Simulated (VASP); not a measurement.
# Co2Mo (P6/mmm) in VASP: further runs

Runs on Co2Mo. Level: PBE. Tasks: single point, relaxation of cell and atoms.

Program: VASP 6.6.1. These are calculated values, not measurements. Logs are shortened: lines on timing, memory, paths and dates and some standing lists are left out, and cuts for length are marked.

## (1) The cell of the first run

It takes space group P6/mmm (No. 191, hexagonal). The conventional cell has a = 3.753 Å, b = 3.753 Å, c = 2.640 Å, α = 90.00°, β = 90.00°, γ = 120.00°. Within 2.9 Å of Co (site symmetry -6m2) lie 5 Co at 2.17 to 2.64 Å and 6 Mo at 2.54 Å. Within 3.3 Å of Mo (site symmetry 6/mmm) lie 12 Co at 2.54 Å and 2 Mo at 2.64 Å.

## (2) Single point, PBE, collinear spin, ferromagnetic start

The input, INCAR:

```
SYSTEM = Co2Mo
  PREC = Accurate
  ENCUT = 520
  EDIFF = 1E-7
  ISMEAR = 0
  SIGMA = 0.1
  LREAL = .FALSE.
  LASPH = .TRUE.
  NELM = 150
  ALGO = Fast
  ISIF = 2
  LWAVE = .FALSE.
  LCHARG = .TRUE.
  ISPIN = 2
  MAGMOM = 3 3 0
  LORBIT = 11
  LMAXMIX = 4
  GGA = PE
  LELF = .TRUE.
  LVHAR = .TRUE.
  NBANDS = 27
```

The input, KPOINTS:

```
regular mesh
0
G
  6 6 6
  0 0 0
```

The input, POSCAR:

```
Co2Mo
1.0
    3.7531004137      0.0000000000      0.0000000000
   -1.8765502069      3.2502803013      0.0000000000
    0.0000000000      0.0000000000      2.6397964714
Co Mo
2 1
Direct
    0.3333333333      0.6666666667      0.5000000000
    0.6666666667      0.3333333333      0.5000000000
    0.0000000000      0.0000000000      0.0000000000
```

Potentials or basis: VASP PAW PBE potentials, release 64 (Co, Mo_sv).

Launch:

```
> cat potpaw_PBE.64/Co/POTCAR potpaw_PBE.64/Mo_sv/POTCAR > POTCAR
> mpirun -np 1 vasp_std > vasp.out
```

OUTCAR:

```text
SYSTEM = Co2Mo
   PREC = Accurate
   ENCUT = 520
   EDIFF = 1E-7
   ISMEAR = 0
   LREAL = .FALSE.
   LASPH = .TRUE.
   NELM = 150
   ISIF = 2
   ISPIN = 2
   LORBIT = 11
   GGA = PE

 ion  position               nearest neighbor table
   1  0.333  0.667  0.500-   2 2.17   2 2.17   2 2.17   3 2.54   3 2.54   3 2.54   3 2.54   3 2.54
                             3 2.54
   2  0.667  0.333  0.500-   1 2.17   1 2.17   1 2.17   3 2.54   3 2.54   3 2.54   3 2.54   3 2.54
                             3 2.54
   3  0.000  0.000  0.000-   1 2.54   2 2.54   1 2.54   2 2.54   2 2.54   2 2.54   1 2.54   1 2.54
                             2 2.54   2 2.54   1 2.54   1 2.54

  LATTYP: Found a hexagonal cell.
 ALAT       =     3.7531004137
 C/A-ratio  =     0.7033642004

  Lattice vectors:

 A1 = (   3.7531004137,   0.0000000000,   0.0000000000)
 A2 = (  -1.8765502069,   3.2502803013,   0.0000000000)
 A3 = (   0.0000000000,   0.0000000000,   2.6397964714)

Analysis of symmetry for initial positions (statically):
=====================================================================
 Subroutine PRICEL returns:
 Original cell was already a primitive cell.

 Routine SETGRP: Setting up the symmetry group for a
 hexagonal supercell.

 Subroutine GETGRP returns: Found 24 space group operations
 (whereof 24 operations were pure point group operations)
 out of a pool of 24 trial point group operations.

The static configuration has the point symmetry D_6h.

Analysis of symmetry for dynamics (positions and initial velocities):
=====================================================================
 Subroutine PRICEL returns:
 Original cell was already a primitive cell.

 Routine SETGRP: Setting up the symmetry group for a
 hexagonal supercell.

 Subroutine GETGRP returns: Found 24 space group operations
 (whereof 24 operations were pure point group operations)
 out of a pool of 24 trial point group operations.

The dynamic configuration has the point symmetry D_6h.

Analysis of structural, dynamic, and magnetic symmetry:
=====================================================================
 Subroutine PRICEL returns:
 Original cell was already a primitive cell.

 Routine SETGRP: Setting up the symmetry group for a
 hexagonal supercell.

 Subroutine GETGRP returns: Found 24 space group operations
 (whereof 24 operations were pure point group operations)
 out of a pool of 24 trial point group operations.

The overall configuration has the point symmetry D_6h.

 Subroutine INISYM returns: Found 24 space group operations
 (whereof 24 operations are pure point group operations),
 and found     1 'primitive' translations

----------------------------------------------------------------------------------------

                                     Primitive cell

  volume of cell :      32.2019

  direct lattice vectors                    reciprocal lattice vectors
     3.753100414  0.000000000  0.000000000     0.266446375  0.153832886  0.000000000
    -1.876550207  3.250280301  0.000000000     0.000000000  0.307665773  0.000000000
     0.000000000  0.000000000  2.639796471     0.000000000  0.000000000  0.378817083

  length of vectors
     3.753100414  3.753100414  2.639796471     0.307665773  0.307665773  0.378817083

  position of ions in fractional coordinates (direct lattice)
     0.333333333  0.666666667  0.500000000
     0.666666667  0.333333333  0.500000000
     0.000000000  0.000000000  0.000000000

  ion indices of the primitive-cell ions
   primitive index   ion index
                 1           1
                 2           2
                 3           3

----------------------------------------------------------------------------------------

 KPOINTS: regular mesh

Automatic generation of k-mesh.
 Grid dimensions read from file:
 generate k-points for:    6    6    6

 Generating k-lattice:

  Cartesian coordinates                     Fractional coordinates (reciprocal lattice)
     0.044407729  0.025638814  0.000000000     0.166666667  0.000000000  0.000000000
     0.000000000  0.051277629  0.000000000     0.000000000  0.166666667  0.000000000
     0.000000000  0.000000000  0.063136181     0.000000000  0.000000000  0.166666667

  Length of vectors
     0.051277629  0.051277629  0.063136181

  Shift w.r.t. Gamma in fractional coordinates (k-lattice)
     0.000000000  0.000000000  0.000000000

 Subroutine IBZKPT returns following result:
 ===========================================

 Found     28 irreducible k-points:

 Following reciprocal coordinates:
            Coordinates               Weight
  0.000000  0.000000  0.000000      1.000000
  0.166667  0.000000  0.000000      6.000000
  0.333333  0.000000  0.000000      6.000000
  0.500000  0.000000  0.000000      3.000000
  0.166667  0.166667  0.000000      6.000000
  0.333333  0.166667  0.000000     12.000000
[... 16 lines left out ...]
  0.166667  0.000000  0.500000      6.000000
  0.333333  0.000000  0.500000      6.000000
 [... further k-points ...]
   k-points           NKPTS =     28   k-points in BZ     NKDIM =     28   number of bands    NBANDS=     27
   number of dos      NEDOS =    301   number of ions     NIONS =      3
   total plane-waves  NPLWV =  15680
   dimension x,y,z NGX =    28 NGY =   28 NGZ =   20
   dimension x,y,z NGXF=    56 NGYF=   56 NGZF=   40
   ions per type =               2   1
   NGX,Y,Z   is equivalent  to a cutoff of  12.40, 12.40, 12.60 a.u.
   NGXF,Y,Z  is equivalent  to a cutoff of  24.81, 24.81, 25.19 a.u.
 SYSTEM =  Co2Mo
   PREC   = accura    normal or accurate (medium, high low for compatibility)
   ISTART =      0    job   : 0-new  1-cont  2-samecut
   ICHARG =      2    charge: 1-file 2-atom 10-const
   ISPIN  =      2    spin polarized calculation?
   LNONCOLLINEAR =      F non collinear calculations
   LSORBIT =      F    spin-orbit coupling
   LASPH  =      T    aspherical Exc in radial PAW
   ENCUT  =  520.0 eV  38.22 Ry    6.18 a.u.   6.98  6.98  4.91*2*pi/ulx,y,z
   NELM   =    150;   NELMIN=  2; NELMDL= -5     # of ELM steps
   EDIFF  = 0.1E-06   stopping-criterion for ELM
   LREAL  =      F    real-space projection
   EDIFFG = 0.1E-05   stopping-criterion for IOM
   NSW    =      0    number of steps for IOM
   IBRION =     -1    ionic relax: 0-MD 1-quasi-New 2-CG
   NFREE  =      0    steps in history (QN), initial steepest desc. (CG)
   ISIF   =      2    stress and relaxation
   ISYM   =      2    0-nonsym 1-usesym 2-fastsym
   POTIM  = 0.5000    time-step for ionic-motion
   TEBEG  =    0.0;   TEEND  =   0.0 temperature during run
   PSTRESS=    0.0 pullay stress
   NELECT =      32.0000    total number of electrons
   NUPDOWN=      -1.0000    fix difference up-down
   EMIN   =  10.00;   EMAX   =-10.00  energy-range for DOS
   EFERMI =   0.00;   METHOD = LEGACY
   ISMEAR =     0;   SIGMA  =   0.10  broadening in eV -4-tet -1-fermi 0-gaus
   EFERMI_NEDOS =   21; number of points for ismear=-14 and -15
   IALGO  =     68    algorithm
   IMIX   =      4    mixing-type and parameters
     AMIX     =   0.40;   BMIX     =  1.00
     AMIX_MAG =   1.60;   BMIX_MAG =  1.00
  volume/ion in A,a.u.               =      10.73        72.44
  Fermi-wavevector in a.u.,A,eV,Ry     =   1.633670  3.087189 36.312287  2.668878
  Thomas-Fermi vector in A             =   2.725436
   LORBIT       =     11    0 simple, 1 ext, 2 COOP (PROOUT), +10 PAW based schemes
   GGA     = PE    functional components
   LHFCALC =     F    Hartree Fock is set to
   AEXX    =    0.0000 exact exchange contribution
   IVDW    =     0    specifies the selected vdW correction
   LEPSILON=     F    determine dielectric tensor
   LRPA    =     F    only Hartree local field effects (RPA)
 spin polarized calculation
 RMM-DIIS sequential band-by-band and
 Gauss-broadening in eV      SIGMA  =   0.10
  energy-cutoff  :      520.00
  volume of cell :       32.20
 maximum number of plane-waves:       884
 NGX is ok and might be reduce to    28
   NGX = 13   NGY = 13   NGZ =  9

 number of electron      31.9999992 magnetization       0.0002171

 number of electron      31.9999992 magnetization      -0.0000025

 Free energy of the ion-electron system (eV)
  ---------------------------------------------------
  ext. energy  EPLUGINS =         0.00000000
  ---------------------------------------------------
  free energy    TOTEN  =       -23.83758181 eV

  energy without entropy =      -23.82241028  energy(sigma->0) =      -23.82999604

 E-fermi :  13.4164     XC(G=0): -14.2651

 val. band max:       13.3900543912   @ k =   0.1667   0.1667   0.1667
 cond. band min:      13.4240276657   @ k =   0.0000   0.0000   0.1667
 fundamental gap:      0.0339732745
 Fermi energy:        13.4164093693

 spin component 1

 k-point     1 :       0.0000    0.0000    0.0000
  band No.  band energies     occupation
      1     -47.3228      1.00000
      2     -21.4656      1.00000
      3     -21.4656      1.00000
      4     -20.7988      1.00000
      5       4.6409      1.00000
      6       8.0175      1.00000
[... 19 lines left out ...]
     26      25.8457      0.00000
     27      30.6770      0.00000
[... 667 lines left out ...]
      5       7.3935      1.00000
      6       8.6723      1.00000
[... 19 lines left out ...]
     26      26.7329      0.00000
     27      27.8010      0.00000

 [... further k-points ...]

 spin component 2

 k-point     1 :       0.0000    0.0000    0.0000
  band No.  band energies     occupation
      1     -47.3228      1.00000
      2     -21.4655      1.00000
      3     -21.4655      1.00000
      4     -20.7987      1.00000
      5       4.6409      1.00000
      6       8.0176      1.00000
[... 19 lines left out ...]
     26      25.8457      0.00000
     27      30.6770      0.00000
[... 667 lines left out ...]
      5       7.3935      1.00000
      6       8.6723      1.00000
[... 19 lines left out ...]
     26      26.7329      0.00000
     27      27.8010      0.00000

 [... further k-points ...]

------------------------ aborting loop because EDIFF is reached ----------------------------------------

  FORCE on cell =-STRESS in cart. coord.  units (eV):
  Direction    XX          YY          ZZ          XY          YZ          ZX
  --------------------------------------------------------------------------------------
  -------------------------------------------------------------------------------------
  Total       11.1064571     11.1064571      5.0057394     -0.0000000      0.0000000      0.0000000
  in kB      552.5921126    552.5921126    249.0562125     -0.0000000      0.0000000      0.0000000
  external PRESSURE =     451.4134792 kB  Pullay stress =       0.0000000 kB

 VOLUME and BASIS-vectors are now :
 -----------------------------------------------------------------------------
  energy-cutoff  :      520.00
  volume of cell :       32.20
      direct lattice vectors                 reciprocal lattice vectors
     3.753100414  0.000000000  0.000000000     0.266446375  0.153832886  0.000000000
    -1.876550207  3.250280301  0.000000000     0.000000000  0.307665773  0.000000000
     0.000000000  0.000000000  2.639796471     0.000000000  0.000000000  0.378817083

 POSITION                                       TOTAL-FORCE (eV/Angst)
 -----------------------------------------------------------------------------------
     -0.00000      2.16685      1.31990        -0.000000      0.000000     -0.000000
      1.87655      1.08343      1.31990         0.000000      0.000000      0.000000
      0.00000      0.00000      0.00000         0.000000      0.000000      0.000000
 -----------------------------------------------------------------------------------
    total drift:                               -0.000000      0.000000     -0.000000

  FREE ENERGIE OF THE ION-ELECTRON SYSTEM (eV)
  ---------------------------------------------------
  free  energy   TOTEN  =       -23.8375818068 eV

  energy  without entropy=      -23.8224102766  energy(sigma->0) =      -23.82999604

 total charge

# of ion       s       p       d       tot
------------------------------------------
    1        0.600   0.689   7.459   8.749
    2        0.600   0.689   7.459   8.749
    3        2.402   6.244   4.106  12.752
--------------------------------------------------
tot          3.603   7.622  19.025  30.250

 magnetization (x)

# of ion       s       p       d       tot
------------------------------------------
    1        0.000  -0.000   0.000   0.000
    2        0.000  -0.000   0.000   0.000
    3       -0.000  -0.000   0.000   0.000
--------------------------------------------------
tot          0.000  -0.000   0.000   0.000
```

Run time: 37 s. Hardware: 1 thread of Intel Xeon Platinum 8488C (Sapphire Rapids), shared host; peak memory 0.17 GiB.

Results:

| Quantity | Value |
| --- | --- |
| Free energy | -23.8376 eV |
| Pressure | 45.1 GPa |
| Band gap on the k mesh | zero (filled and empty bands overlap) |
| Net moment | 0.00 μB per cell |
| Valence electrons inside the program's atomic spheres | Co 8.75; Mo 12.75 |

Caveat: the k points lie up to 0.40 Å⁻¹ apart; the starting moments collapsed, and a magnetic state may lie lower.

(Part 1 of 2 ends here.)
